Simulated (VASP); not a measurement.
# CuO (C2/c) in VASP: single point with PBE+U

Aim: the single point of CuO with PBE+U.

Program: VASP 6.6.1. These are calculated values, not measurements. Logs are shortened: lines on timing, memory, paths and dates and some standing lists are left out, and cuts for length are marked.

## Step 1: The cell of the first run

Symmetry: C2/c, No. 15, monoclinic system. Conventional cell: a = 4.415 Å, b = 3.774 Å, c = 5.204 Å, α = 90.00°, β = 91.52°, γ = 90.00°. Within 2.6 Å of Cu (site symmetry -1) lie 4 O at 1.95 Å. O (site symmetry 2) has 4 Cu at 1.95 Å and 2 O at 2.60 Å within 2.7 Å.

## Step 2: Single point, PBE+U, collinear spin, ferromagnetic start (10.83 Å³/atom)

Input file INCAR:

```
SYSTEM = CuO
PREC = Accurate ; ENCUT = 600
EDIFF = 1E-6 ; ISMEAR = 0
SIGMA = 0.05 ; LREAL = .FALSE.
LASPH = .TRUE. ; NELM = 200
ALGO = Normal ; ISIF = 2
LWAVE = .FALSE. ; LCHARG = .TRUE.
ISPIN = 2 ; MAGMOM = 0.64 0.64 0.35 0.35
LORBIT = 11 ; LMAXMIX = 4
LDAU = .TRUE. ; LDAUTYPE = 2
LDAUL = 2 -1 ; LDAUU = 4 0
LDAUJ = 0 0 ; LDAUPRINT = 1
GGA = PE ; LELF = .TRUE.
LVHAR = .TRUE. ; NBANDS = 29
GGA_COMPAT = .FALSE.
```

Input file KPOINTS:

```
Automatic mesh
0
G
  8 8 4
  0 0 0
```

Input file POSCAR:

```
CuO
1.0
    2.2027999689     -1.8867701703      0.1456895102
    2.2027999689      1.8867701703      0.1456895102
   -0.4808695653      0.0000000000      5.1815841528
Cu O
2 2
Direct
    0.0000000000      0.5000000000      0.0000000000
    0.5000000000      0.0000000000      0.5000000000
    0.5100042136      0.4899957864      0.2500000000
    0.4899957864      0.5100042136      0.7500000000
```

Potentials or basis: VASP PAW PBE potentials, release 64 (Cu, O).

Launch:

```console
$ cat potpaw_PBE.64/Cu/POTCAR potpaw_PBE.64/O/POTCAR > POTCAR
$ mpirun -np 1 vasp_std > vasp.out
```

OUTCAR:

```text
SYSTEM = CuO
   PREC = Accurate
   ENCUT = 600
   EDIFF = 1E-6
   ISMEAR = 0
   LREAL = .FALSE.
   LASPH = .TRUE.
   NELM = 200
   ISIF = 2
   ISPIN = 2
   LORBIT = 11
   GGA = PE

 ion  position               nearest neighbor table
   1  0.000  0.500  0.000-   3 1.95   4 1.95   4 1.95   3 1.95
   2  0.500  0.000  0.500-   4 1.95   3 1.95   4 1.95   3 1.95
   3  0.510  0.490  0.250-   2 1.95   1 1.95   2 1.95   1 1.95
   4  0.490  0.510  0.750-   1 1.95   2 1.95   2 1.95   1 1.95

  LATTYP: Found a base centered monoclinic cell.
 ALAT       =     4.4152250843
 B/A-ratio  =     0.8546654516
 C/A-ratio  =     1.1786147761
 COS(beta)  =    -0.0264932795

  Lattice vectors:

 A1 = (   2.2027999689,  -1.8867701703,   0.1456895102)
 A2 = (   2.2027999689,   1.8867701703,   0.1456895102)
 A3 = (  -0.4808695653,   0.0000000000,   5.1815841528)

Analysis of symmetry for initial positions (statically):
=====================================================================
 Subroutine PRICEL returns:
 Original cell was already a primitive cell.

 Routine SETGRP: Setting up the symmetry group for a
 base centered monoclinic supercell.

 Subroutine GETGRP returns: Found  4 space group operations
 (whereof  2 operations were pure point group operations)
 out of a pool of  4 trial point group operations.

The static configuration has the point symmetry S_2 .
 The point group associated with its full space group is C_2h.

Analysis of symmetry for dynamics (positions and initial velocities):
=====================================================================
 Subroutine PRICEL returns:
 Original cell was already a primitive cell.

 Routine SETGRP: Setting up the symmetry group for a
 base centered monoclinic supercell.

 Subroutine GETGRP returns: Found  4 space group operations
 (whereof  2 operations were pure point group operations)
 out of a pool of  4 trial point group operations.

The dynamic configuration has the point symmetry S_2 .
 The point group associated with its full space group is C_2h.

Analysis of structural, dynamic, and magnetic symmetry:
[... 217 lines left out ...]
  o =  0.9659  v =  0.0000  0.0000  0.0000  0.0000  0.0000 -0.0742  0.7663 -0.1213 -0.6266  0.0062      0.0000  0.0000  0.0000  0.0000  0.0000  0.0000  0.0000  0.0000  0.0000  0.0000
  o =  0.9726  v = -0.0828  0.7558 -0.1232 -0.6261  0.1216  0.0000  0.0000  0.0000  0.0000  0.0000      0.0000  0.0000  0.0000  0.0000  0.0000  0.0000  0.0000  0.0000  0.0000  0.0000
  o =  0.9733  v = -0.0863 -0.0422  0.0442  0.1428  0.9841  0.0000  0.0000  0.0000  0.0000  0.0000      0.0000  0.0000  0.0000  0.0000  0.0000  0.0000  0.0000  0.0000  0.0000  0.0000
  o =  0.9754  v =  0.0000  0.0000  0.0000  0.0000  0.0000  0.4775  0.0075 -0.8687  0.1213  0.0509      0.0000  0.0000  0.0000  0.0000  0.0000  0.0000  0.0000  0.0000  0.0000  0.0000
  o =  0.9794  v =  0.4587  0.0049 -0.8769  0.1297  0.0610  0.0000  0.0000  0.0000  0.0000  0.0000      0.0000  0.0000  0.0000  0.0000  0.0000  0.0000  0.0000  0.0000  0.0000  0.0000
  o =  1.0255  v =  0.0377 -0.6469 -0.0888 -0.7513  0.0886  0.0000  0.0000  0.0000  0.0000  0.0000      0.0000  0.0000  0.0000  0.0000  0.0000  0.0000  0.0000  0.0000  0.0000  0.0000

 number of electron      33.9999985 magnetization       1.9535665

 Free energy of the ion-electron system (eV)
  ---------------------------------------------------
  ext. energy  EPLUGINS =         0.00000000
  ---------------------------------------------------
  free energy    TOTEN  =       -17.23443732 eV

  energy without entropy =      -17.23402355  energy(sigma->0) =      -17.23423043

 E-fermi :   4.8557     XC(G=0): -11.4030

 val. band max:        4.8465511330   @ k =  -0.3750   0.3750   0.0000
 cond. band min:       4.8630902642   @ k =  -0.3750   0.3750   0.0000
 fundamental gap:      0.0165391312
 Fermi energy:         4.8556872221

 spin component 1

 k-point     1 :       0.0000    0.0000    0.0000
  band No.  band energies     occupation
      1     -14.7247      1.00000
      2     -13.4311      1.00000
      3      -3.4718      1.00000
      4      -2.2383      1.00000
      5      -1.9699      1.00000
      6      -0.2874      1.00000
[... 1529 lines left out ...]
     28      22.9715      0.00000
     29      25.5015      0.00000

 [... further k-points ...]

------------------------ aborting loop because EDIFF is reached ----------------------------------------

  FORCE on cell =-STRESS in cart. coord.  units (eV):
  Direction    XX          YY          ZZ          XY          YZ          ZX
  --------------------------------------------------------------------------------------
  -------------------------------------------------------------------------------------
  Total        0.4577483      0.6661437      0.3767262      0.0000000      0.0000000      0.0661840
  in kB       16.9236197     24.6282967     13.9281143      0.0000000      0.0000000      2.4469181
  external PRESSURE =      18.4933435 kB  Pullay stress =       0.0000000 kB

 VOLUME and BASIS-vectors are now :
 -----------------------------------------------------------------------------
  energy-cutoff  :      600.00
  volume of cell :       43.34
      direct lattice vectors                 reciprocal lattice vectors
     2.202799969 -1.886770170  0.145689510     0.225599143 -0.265003130  0.020936408
     2.202799969  1.886770170  0.145689510     0.225599143  0.265003130  0.020936408
    -0.480869565  0.000000000  5.181584153    -0.012686247  0.000000000  0.191813843

 POSITION                                       TOTAL-FORCE (eV/Angst)
 -----------------------------------------------------------------------------------
      1.10140      0.94339      0.07284         0.000000      0.000000     -0.000000
      0.86097     -0.94339      2.66364         0.000000     -0.000000     -0.000000
      2.08258     -0.03775      1.44109        -0.000000      0.002395      0.000000
      1.84215      0.03775      4.03188         0.000000     -0.002395     -0.000000
 -----------------------------------------------------------------------------------
    total drift:                                0.000000     -0.000000     -0.000000

  FREE ENERGIE OF THE ION-ELECTRON SYSTEM (eV)
  ---------------------------------------------------
  free  energy   TOTEN  =       -17.2344373213 eV

  energy  without entropy=      -17.2340235462  energy(sigma->0) =      -17.23423043

 total charge

# of ion       s       p       d       tot
------------------------------------------
    1        0.388   0.391   9.141   9.921
    2        0.388   0.391   9.141   9.921
    3        1.554   3.436   0.000   4.990
    4        1.554   3.436   0.000   4.990
--------------------------------------------------
tot          3.884   7.655  18.283  29.821

 magnetization (x)

# of ion       s       p       d       tot
------------------------------------------
    1       -0.006   0.002   0.638   0.634
    2       -0.006   0.002   0.638   0.634
    3        0.020   0.283   0.000   0.303
    4        0.020   0.283   0.000   0.303
--------------------------------------------------
tot          0.029   0.569   1.275   1.873
```

Wall time 4.8 min (1 thread of Oxide Virtual Turin-like, shared host); peak memory 0.26 GiB.

What came out:

```yaml
Free_energy: -17.2344 eV
Pressure: 1.8 GPa
Net_moment: 1.95 μB per cell
Site_moments: Cu +0.63; O +0.30 μB
Valence_electrons_inside_the_program's_atomic_spheres: Cu 9.92; O 4.99
```

Forces in eV/Å, atoms in the order of the input:
```
Cu   0.000  0.000  0.000
Cu   0.000  0.000  0.000
O    0.000  0.002  0.000
O    0.000 -0.002  0.000
```

Stress tensor (GPa, compression positive):
```
1.69 0.00 0.24
0.00 2.46 0.00
0.24 0.00 1.39
```

Eigenvalues of the final occupation matrices:
| site | spin | trace | eigenvalues |
| --- | --- | --- | --- |
| site 1 d | 1 | 4.90 | 0.95 0.97 0.97 0.98 1.03 |
| site 1 d | 2 | 4.26 | 0.42 0.94 0.96 0.97 0.98 |
| site 2 d | 1 | 4.90 | 0.95 0.97 0.97 0.98 1.03 |
| site 2 d | 2 | 4.26 | 0.42 0.94 0.96 0.97 0.98 |

The state reached can hang on the start; a lower one may exist.
